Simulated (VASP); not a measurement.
# Fe (Im-3m) in VASP: notebook, part 2 of 2

VASP 6.6.1. Earlier steps stand in the parts before.

## Step 3: Single point, BLYP, collinear spin, ferromagnetic start (volume scaled by 1.04)

Contents of INCAR:

```
  PREC = Accurate
  ENCUT = 520
  EDIFF = 1E-6
  ISMEAR = -1
  SIGMA = 0.05
  LREAL = F
  LASPH = T
  NELM = 150
  ALGO = Normal
  ISIF = 2
  LWAVE = F
  LCHARG = F
  ISPIN = 2
  MAGMOM = 2.267
  LORBIT = 11
  LMAXMIX = 4
  GGA = B5
  ALDAX = 1.0
  AGGAX = 1.0
  AGGAC = 1.0
  ALDAC = 0.0
  NBANDS = 14
```

Contents of KPOINTS:

```
regular mesh
0
Gamma
  25 25 25
```

Contents of POSCAR:

```
Fe
1.0
   -1.4563886229      1.4563886229      1.4563886229
    1.4563886229     -1.4563886229      1.4563886229
    1.4563886229      1.4563886229     -1.4563886229
Fe
1
Direct
    0.0000000000      0.0000000000      0.0000000000
```

Potentials or basis: VASP PAW PBE potentials, release 64 (Fe).

The run is started by

```bash
cat potpaw_PBE.64/Fe/POTCAR > POTCAR
mpirun -np 1 vasp_std > vasp.out
```

OUTCAR:

```text
PREC = Accurate
   ENCUT = 520
   EDIFF = 1E-6
   ISMEAR = -1
   LREAL = F
   LASPH = T
   NELM = 150
   ISIF = 2
   ISPIN = 2
   LORBIT = 11
   GGA = B5

 ion  position               nearest neighbor table
   1  0.000  0.000  0.000-

  LATTYP: Found a body centered cubic cell.
 ALAT       =     2.9127772458

  Lattice vectors:

 A1 = (  -1.4563886229,   1.4563886229,   1.4563886229)
 A2 = (   1.4563886229,  -1.4563886229,   1.4563886229)
 A3 = (   1.4563886229,   1.4563886229,  -1.4563886229)

Analysis of symmetry for initial positions (statically):
=====================================================================
 Subroutine PRICEL returns:
 Original cell was already a primitive cell.

 Routine SETGRP: Setting up the symmetry group for a
 body centered cubic supercell.

 Subroutine GETGRP returns: Found 48 space group operations
 (whereof 48 operations were pure point group operations)
 out of a pool of 48 trial point group operations.

The static configuration has the point symmetry O_h .

Analysis of symmetry for dynamics (positions and initial velocities):
=====================================================================
 Subroutine PRICEL returns:
 Original cell was already a primitive cell.

 Routine SETGRP: Setting up the symmetry group for a
 body centered cubic supercell.

 Subroutine GETGRP returns: Found 48 space group operations
 (whereof 48 operations were pure point group operations)
 out of a pool of 48 trial point group operations.

The dynamic configuration has the point symmetry O_h .

Analysis of structural, dynamic, and magnetic symmetry:
=====================================================================
 Subroutine PRICEL returns:
 Original cell was already a primitive cell.

 Routine SETGRP: Setting up the symmetry group for a
 body centered cubic supercell.

 Subroutine GETGRP returns: Found 48 space group operations
 (whereof 48 operations were pure point group operations)
 out of a pool of 48 trial point group operations.

The overall configuration has the point symmetry O_h .

 Subroutine INISYM returns: Found 48 space group operations
 (whereof 48 operations are pure point group operations),
 and found     1 'primitive' translations

----------------------------------------------------------------------------------------

                                     Primitive cell

  volume of cell :      12.3564

  direct lattice vectors                    reciprocal lattice vectors
    -1.456388623  1.456388623  1.456388623     0.000000000  0.343314959  0.343314959
     1.456388623 -1.456388623  1.456388623     0.343314959  0.000000000  0.343314959
     1.456388623  1.456388623 -1.456388623     0.343314959  0.343314959  0.000000000

  length of vectors
     2.522539090  2.522539090  2.522539090     0.485520671  0.485520671  0.485520671

  position of ions in fractional coordinates (direct lattice)
     0.000000000  0.000000000  0.000000000

  ion indices of the primitive-cell ions
   primitive index   ion index
                 1           1

----------------------------------------------------------------------------------------

 KPOINTS: regular mesh

Automatic generation of k-mesh.
 Grid dimensions read from file:
 generate k-points for:   25   25   25

[... 70 lines left out ...]
   ISYM   =      2    0-nonsym 1-usesym 2-fastsym
   POTIM  = 0.5000    time-step for ionic-motion
   TEBEG  =    0.0;   TEEND  =   0.0 temperature during run
   PSTRESS=    0.0 pullay stress
   NELECT =       8.0000    total number of electrons
   NUPDOWN=      -1.0000    fix difference up-down
   EMIN   =  10.00;   EMAX   =-10.00  energy-range for DOS
   EFERMI =   0.00;   METHOD = LEGACY
   ISMEAR =    -1;   SIGMA  =   0.05  broadening in eV -4-tet -1-fermi 0-gaus
   EFERMI_NEDOS =   21; number of points for ismear=-14 and -15
   IALGO  =     38    algorithm
   IMIX   =      4    mixing-type and parameters
     AMIX     =   0.40;   BMIX     =  1.00
     AMIX_MAG =   1.60;   BMIX_MAG =  1.00
  volume/ion in A,a.u.               =      12.36        83.39
  Fermi-wavevector in a.u.,A,eV,Ry     =   1.416253  2.676330 27.290198  2.005773
  Thomas-Fermi vector in A             =   2.537607
   LORBIT       =     11    0 simple, 1 ext, 2 COOP (PROOUT), +10 PAW based schemes
   GGA     = B5    functional components
   LHFCALC =     F    Hartree Fock is set to
   AEXX    =    0.0000 exact exchange contribution
   IVDW    =     0    specifies the selected vdW correction
   LEPSILON=     F    determine dielectric tensor
   LRPA    =     F    only Hartree local field effects (RPA)
 spin polarized calculation
  energy-cutoff  :      520.00
  volume of cell :       12.36
 maximum number of plane-waves:       366
   NGX =  9   NGY =  9   NGZ =  9

 number of electron       7.9999995 magnetization       2.3145099

 Free energy of the ion-electron system (eV)
  ---------------------------------------------------
  ext. energy  EPLUGINS =         0.00000000
  ---------------------------------------------------
  free energy    TOTEN  =        -7.17574200 eV

  energy without entropy =       -7.16709713  energy(sigma->0) =       -7.17141956

 E-fermi :   5.4562     XC(G=0): -12.0428

 val. band max:        5.4502480267   @ k =  -0.4400  -0.4800   0.2400
 cond. band min:       5.4563112974   @ k =  -0.4800  -0.4800   0.4000
 fundamental gap:      0.0060632707
 Fermi energy:         5.4561705518

 spin component 1

 k-point     1 :       0.0000    0.0000    0.0000
  band No.  band energies     occupation
      1      -2.3211      1.00000
      2       3.3196      1.00000
      3       3.3196      1.00000
      4       3.3196      1.00000
      5       4.4131      1.00000
      6       4.4131      1.00000
      7      29.9665      0.00000
      8      29.9665      0.00000
      9      29.9665      0.00000
     10      34.5523      0.00000
     11      34.5523      0.00000
     12      35.8548      0.00000
     13      35.8548      0.00000
     14      35.8548      0.00000
[... 379 lines left out ...]
      3       4.4239      1.00000
      4       4.5115      1.00000
      5       5.3898      0.79055
      6       6.3238      0.00000
      7      12.5776      0.00000
      8      23.0987      0.00000
      9      24.2173      0.00000
     10      28.3592      0.00000
     11      31.5822      0.00000
     12      38.3689      0.00000
     13      41.7636      0.00000
     14      44.5379      0.00000

 [... further k-points ...]

 spin component 2

 k-point     1 :       0.0000    0.0000    0.0000
  band No.  band energies     occupation
      1      -2.1575      1.00000
      2       5.2761      0.97343
      3       5.2762      0.97337
      4       5.2763      0.97336
      5       7.1465      0.00000
      6       7.1467      0.00000
      7      29.7242      0.00000
      8      29.7242      0.00000
      9      29.7242      0.00000
     10      34.7838      0.00000
     11      34.7838      0.00000
     12      36.8691      0.00000
     13      36.8915      0.00000
     14      36.8979      0.00000
[... 379 lines left out ...]
      3       6.0263      0.00001
      4       6.9902      0.00000
      5       7.4095      0.00000
      6       8.0417      0.00000
      7      13.8602      0.00000
      8      23.2530      0.00000
      9      24.7440      0.00000
     10      28.8427      0.00000
     11      32.2286      0.00000
     12      38.4295      0.00000
     13      42.1118      0.00000
     14      45.0594      0.00000

 [... further k-points ...]

------------------------ aborting loop because EDIFF is reached ----------------------------------------

  FORCE on cell =-STRESS in cart. coord.  units (eV):
  Direction    XX          YY          ZZ          XY          YZ          ZX
  --------------------------------------------------------------------------------------
  -------------------------------------------------------------------------------------
  Total       -0.4155789     -0.4155789     -0.4155789      0.0000000      0.0000000      0.0000000
  in kB      -53.8855363    -53.8855363    -53.8855363      0.0000000      0.0000000      0.0000000
  external PRESSURE =     -53.8855363 kB  Pullay stress =       0.0000000 kB

 VOLUME and BASIS-vectors are now :
 -----------------------------------------------------------------------------
  energy-cutoff  :      520.00
  volume of cell :       12.36
      direct lattice vectors                 reciprocal lattice vectors
    -1.456388623  1.456388623  1.456388623     0.000000000  0.343314959  0.343314959
     1.456388623 -1.456388623  1.456388623     0.343314959  0.000000000  0.343314959
     1.456388623  1.456388623 -1.456388623     0.343314959  0.343314959  0.000000000

 POSITION                                       TOTAL-FORCE (eV/Angst)
 -----------------------------------------------------------------------------------
      0.00000      0.00000      0.00000        -0.000000      0.000000     -0.000000
 -----------------------------------------------------------------------------------
    total drift:                                0.000000      0.000000      0.000000

  FREE ENERGIE OF THE ION-ELECTRON SYSTEM (eV)
  ---------------------------------------------------
  free  energy   TOTEN  =        -7.1757419987 eV

  energy  without entropy=       -7.1670971290  energy(sigma->0) =       -7.17141956

 total charge

# of ion       s       p       d       tot
------------------------------------------
    1        0.455   0.451   6.250   7.155

 magnetization (x)

# of ion       s       p       d       tot
------------------------------------------
    1       -0.015  -0.048   2.382   2.319
```

OSZICAR:

```text
N       E                     dE             d eps       ncg     rms          rms(c)
DAV:   1     0.229343572187E+02    0.22934E+02   -0.37943E+03 27536   0.679E+02
DAV:   2    -0.708708966076E+01   -0.30021E+02   -0.27659E+02 27808   0.126E+02
DAV:   3    -0.806673787307E+01   -0.97965E+00   -0.96903E+00 30986   0.237E+01
DAV:   4    -0.807033317428E+01   -0.35953E-02   -0.35950E-02 29710   0.131E+00
DAV:   5    -0.807035252235E+01   -0.19348E-04   -0.19348E-04 30940   0.989E-02    0.999E+00
DAV:   6    -0.731203804270E+01    0.75831E+00   -0.10890E+01 31972   0.368E+01    0.655E+00
DAV:   7    -0.718443831911E+01    0.12760E+00   -0.10762E+00 31504   0.112E+01    0.332E+00
DAV:   8    -0.718105483998E+01    0.33835E-02   -0.78206E-03 29124   0.574E-01    0.130E+00
DAV:   9    -0.717575169552E+01    0.53031E-02   -0.66632E-03 34584   0.478E-01    0.380E-01
DAV:  10    -0.717572013742E+01    0.31558E-04   -0.76196E-04 30048   0.221E-01    0.116E-01
DAV:  11    -0.717574273258E+01   -0.22595E-04   -0.17526E-04 30490   0.103E-01    0.533E-02
DAV:  12    -0.717574092423E+01    0.18083E-05   -0.39030E-06 29680   0.229E-02    0.187E-02
DAV:  13    -0.717574208474E+01   -0.11605E-05   -0.19695E-06 27316   0.979E-03    0.639E-03
DAV:  14    -0.717574199867E+01    0.86068E-07   -0.17594E-07 14150   0.375E-03
   1 F= -.71757420E+01 E0= -.71714196E+01  d E =-.864487E-02  mag=     2.3145
```

stdout:

```text
POSCAR found type information on POSCAR Fe
 POSCAR found :  1 types and       1 ions
 scaLAPACK will be used
 -----------------------------------------------------------------------------
|                                                                             |
|                                                                             |
|     You enforced a specific xc type in the INCAR file but a different       |
|     I HOPE YOU KNOW WHAT YOU ARE DOING!                                     |
|                                                                             |
 -----------------------------------------------------------------------------

 LDA part: xc-table for (Slater(with rela. corr.)+VWN5), standard interpolation
 POSCAR, INCAR and KPOINTS ok, starting setup
 FFT: planning ... GRIDC
 FFT: planning ... GRID_SOFT
 FFT: planning ... GRID
 WAVECAR not read
 entering main loop
```

Wall time 80 s (1 thread of Intel Xeon 6975P-C (Granite Rapids), shared host); peak memory 0.23 GiB.

Results:

* Free energy: -7.1757 eV
* Pressure: -5.4 GPa
* Net moment: 2.31 μB per cell
* Site moments: Fe +2.32 μB
* Valence electrons inside the program's atomic spheres: Fe 7.16

Levels at points of the mesh, in eV from the Fermi level:
Spin up:
| k point | band 1 | band 2 | band 3 | band 4 | band 5 | band 6 | band 7 | band 8 | band 9 | band 10 |
| --- | --- | --- | --- | --- | --- | --- | --- | --- | --- | --- |
| (0.00, 0.00, 0.00) | -7.78 | -2.14 | -2.14 | -2.14 | -1.04 | -1.04 | 24.51 | 24.51 | 24.51 | 29.10 |
Spin down:
```tsv
k point	band 1	band 2	band 3	band 4	band 5	band 6	band 7
(0.00, 0.00, 0.00)	-7.61	-0.18	-0.18	-0.18	1.69	1.69	24.27
```

Caveat: the cell differs from its parent crystal (volume scaled by 1.04); the PAW data sets were made with another functional, which shifts forces and pressure a little.

## Step 4: Relaxation of cell and atoms, BLYP, collinear spin, antiferromagnetic start

This run uses another cell than the first one: it holds 2 atoms, not 1.

Contents of INCAR:

```
PREC     = Accurate       # precision mode
ENCUT    = 600            # plane-wave cutoff, eV
EDIFF    = 1E-6           # SCF threshold, eV
ISMEAR   = -1             # smearing method
SIGMA    = 0.05           # smearing width, eV
LREAL    = False          # projectors in reciprocal space
LASPH    = True           # aspherical terms in the spheres
NELM     = 150            # most SCF steps
ALGO     = Normal         # electronic algorithm
ISIF     = 3              # what is computed and relaxed
LWAVE    = False          # write WAVECAR
LCHARG   = False          # write CHGCAR
ISPIN    = 2              # spin polarisation
MAGMOM   = 2.5 -2.5       # initial moments
LORBIT   = 11             # projections on sites
LMAXMIX  = 4              # l up to which the mixer works
GGA      = B5             # functional
ALDAX    = 1.0          
AGGAX    = 1.0          
AGGAC    = 1.0          
ALDAC    = 0.0          
IBRION   = 2              # ionic algorithm
NSW      = 80             # ionic steps
EDIFFG   = -0.01          # ionic threshold
```

Contents of KPOINTS:

```
regular mesh
0
Gamma
  11 11 11
```

Contents of POSCAR:

```
Fe
1.0
    2.8665000000      0.0000000000      0.0000000000
    0.0000000000      2.8665000000      0.0000000000
    0.0000000000      0.0000000000      2.8665000000
Fe
2
Direct
    0.0000000000      0.0000000000      0.0000000000
    0.5000000000      0.5000000000      0.5000000000
```

The run is started by

```bash
cat potpaw_PBE.64/Fe/POTCAR > POTCAR
mpirun -np 1 vasp_std > vasp.out
```

It took 52 s on 1 thread of Intel Xeon 6975P-C (Granite Rapids), shared host; peak memory 0.17 GiB.

The run converged. Its results:

```yaml
Free_energy: -13.5111 eV
Relaxed_volume: 11.44 Å³/atom
Relaxed_cell: a = 2.839 Å, b = 2.839 Å, c = 2.839 Å, α = 90.00°, β = 90.00°, γ = 90.00°
Space_group_after_relaxing_to_0.05_Å: Im-3m (No. 229)
Energy_gained_by_relaxing: 4.2 meV/atom
Ionic_steps: 3
Pressure_after_relaxing: 0.0 GPa
Band_gap_on_the_k_mesh: zero (filled and empty bands overlap)
Net_moment: 0.00 μB per cell
Site_moments: Fe +1.38, -1.38 μB
Valence_electrons_inside_the_program's_atomic_spheres: Fe 7.30
```

The path:
```tsv
step	energy change (eV)	largest force (eV/Å)	pressure (GPa)	volume (Å³)
1	0.0000	0.0000	-3.79	23.55
2	-0.0070	0.0000	1.73	22.62
3	-0.0084	0.0000	0.02	22.87
```

Final structure:
```cif
data_structure
_symmetry_space_group_name_H-M 'P 1'
_symmetry_Int_Tables_number 1
_cell_length_a 2.8387
_cell_length_b 2.8387
_cell_length_c 2.8387
_cell_angle_alpha 90.000
_cell_angle_beta 90.000
_cell_angle_gamma 90.000
_cell_volume 22.87
loop_
_atom_site_label
_atom_site_type_symbol
_atom_site_fract_x
_atom_site_fract_y
_atom_site_fract_z
_atom_site_occupancy
Fe1 Fe 0.00000 0.00000 0.00000 1
Fe2 Fe 0.50000 0.50000 0.50000 1
```

Levels at points of the mesh, in eV from the Fermi level:
Spin up:
| k point | band 4 | band 5 | band 6 | band 7 | band 8 | band 9 | band 10 | band 11 | band 12 |
| --- | --- | --- | --- | --- | --- | --- | --- | --- | --- |
| (0.00, 0.00, 0.00) | -1.76 | -1.76 | -1.76 | 0.08 | 0.08 | 0.97 | 0.97 | 0.97 | 9.93 |
Spin down:
```csv
k point,band 6,band 7,band 8,band 9,band 10,band 11
"(0.00, 0.00, 0.00)",-1.76,0.08,0.08,0.97,0.97,0.97
```

Caveat: the PAW data sets were made with another functional, which shifts forces and pressure a little.

## Step 5: Single point, BLYP, collinear spin, ferromagnetic start (volume scaled by 1.08)

Contents of INCAR:

```
SYSTEM = Fe
PREC = Accurate ; ENCUT = 520
EDIFF = 1E-7 ; ISMEAR = -1
SIGMA = 0.05 ; LREAL = .False.
LASPH = .True. ; NELM = 150
ALGO = Normal ; ISIF = 2
LWAVE = .False. ; LCHARG = .False.
ISPIN = 2 ; MAGMOM = 2.267
LORBIT = 11 ; LMAXMIX = 4
GGA = B5 ; ALDAX = 1.0
AGGAX = 1.0 ; AGGAC = 1.0
ALDAC = 0.0 ; NBANDS = 14
```

Contents of KPOINTS:

```
regular mesh
0
Gamma
  25 25 25
  0 0 0
```

Contents of POSCAR:

```
Fe
1.0
   -1.4748258792      1.4748258792      1.4748258792
    1.4748258792     -1.4748258792      1.4748258792
    1.4748258792      1.4748258792     -1.4748258792
Fe
1
Direct
    0.0000000000      0.0000000000      0.0000000000
```

The run is started by

```bash
cat potpaw_PBE.64/Fe/POTCAR > POTCAR
mpirun -np 1 vasp_std > vasp.out
```

Wall time 94 s (1 thread of Intel Xeon 6975P-C (Granite Rapids), shared host); peak memory 0.23 GiB.

Results (log left out):

- Free energy: -7.1536 eV
- Pressure: -9.2 GPa
- Net moment: 2.41 μB per cell
- Site moments: Fe +2.42 μB
- Valence electrons inside the program's atomic spheres: Fe 7.09

Levels at points of the mesh, in eV from the Fermi level:
Spin up:
```csv
k point,band 1,band 2,band 3,band 4,band 5,band 6,band 7,band 8,band 9,band 10
"(0.00, 0.00, 0.00)",-7.58,-2.10,-2.10,-2.10,-1.05,-1.05,24.14,24.14,24.14,28.51
```
Spin down:
```
           k point  band 1  band 2  band 3  band 4  band 5  band 6
(0.00, 0.00, 0.00)   -7.41   -0.04   -0.03   -0.03    1.74    1.74
```

Caveat: the cell differs from its parent crystal (volume scaled by 1.08); the PAW data sets were made with another functional, which shifts forces and pressure a little.

## Step 6: Single point, BLYP, collinear spin, ferromagnetic start (volume scaled by 1.12)

Contents of INCAR:

```
SYSTEM = Fe
AGGAC = 1.0 ; AGGAX = 1.0
ALDAC = 0.0 ; ALDAX = 1.0
ALGO = Normal ; EDIFF = 1E-7
ENCUT = 520 ; GGA = B5
ISIF = 2 ; ISMEAR = -1
ISPIN = 2 ; LASPH = .TRUE.
LCHARG = .FALSE. ; LMAXMIX = 4
LORBIT = 11 ; LREAL = .FALSE.
LWAVE = .FALSE. ; MAGMOM = 2.267
NBANDS = 14 ; NELM = 150
PREC = Accurate ; SIGMA = 0.05
```

Contents of KPOINTS:

```
k-points
0
G
  25 25 25
  0 0 0
```

Contents of POSCAR:

```
Fe
1.0
   -1.4928133334      1.4928133334      1.4928133334
    1.4928133334     -1.4928133334      1.4928133334
    1.4928133334      1.4928133334     -1.4928133334
Fe
1
Direct
    0.0000000000      0.0000000000      0.0000000000
```

Potentials or basis: VASP PAW PBE potentials, release 64 (Fe).

The run is started by

```bash
cat potpaw_PBE.64/Fe/POTCAR > POTCAR
mpirun -np 1 vasp_std > vasp.out
```

Run time: 87 s. Hardware: 1 thread of Intel Xeon 6975P-C (Granite Rapids), shared host; peak memory 0.23 GiB.

The run converged. Its results:

| Property | Result |
| --- | --- |
| Free energy | -7.1227 eV |
| Pressure | -11.7 GPa |
| Net moment | 2.53 μB per cell |
| Site moments | Fe +2.54 μB |
| Valence electrons inside the program's atomic spheres | Fe 7.04 |

Levels at points of the mesh, in eV from the Fermi level:
Spin up:
| k point | band 2 | band 3 | band 4 | band 5 | band 6 | band 7 | band 8 | band 9 |
| --- | --- | --- | --- | --- | --- | --- | --- | --- |
| (0.00, 0.00, 0.00) | -2.13 | -2.13 | -2.13 | -1.12 | -1.12 | 23.73 | 23.73 | 23.73 |
Spin down:
| k point | band 1 | band 2 | band 3 | band 4 | band 5 | band 6 |
| --- | --- | --- | --- | --- | --- | --- |
| (0.00, 0.00, 0.00) | -7.27 | 0.06 | 0.06 | 0.06 | 1.74 | 1.74 |

Caveat: the cell differs from its parent crystal (volume scaled by 1.12); the PAW data sets were made with another functional, which shifts forces and pressure a little.

## Step 7: The runs side by side

| task | spin | cell | k mesh | cutoff (eV) | gap on the mesh (eV) | pressure (GPa) | moment (μB) |
| --- | --- | --- | --- | --- | --- | --- | --- |
| single point | collinear, ferromagnetic start | a = 2.490 Å, angles 109.5°, 1 atom | 25 × 25 × 25 | 520 | none | 0.2 | 2.24 |
| single point | collinear, ferromagnetic start | a = 2.523 Å, angles 109.5°, 1 atom | 25 × 25 × 25 | 520 | none | -5.4 | 2.31 |
| relaxation of cell and atoms | collinear, antiferromagnetic start | relaxed from a = 2.866 Å, 2 atoms | 11 × 11 × 11 | 600 | none | 0.0 | 0.00 |
| single point | collinear, ferromagnetic start | a = 2.554 Å, angles 109.5°, 1 atom | 25 × 25 × 25 | 520 | none | -9.2 | 2.41 |
| single point | collinear, ferromagnetic start | a = 2.586 Å, angles 109.5°, 1 atom | 25 × 25 × 25 | 520 | none | -11.7 | 2.53 |

Alike in all rows: level BLYP; potentials or basis VASP PAW PBE potentials, release 64 (Fe); smearing fermi-dirac 0.05 eV.

Caveats: the PAW data sets were made with another functional, which shifts forces and pressure a little.

Absolute energies hang on the potentials; compare differences alone.
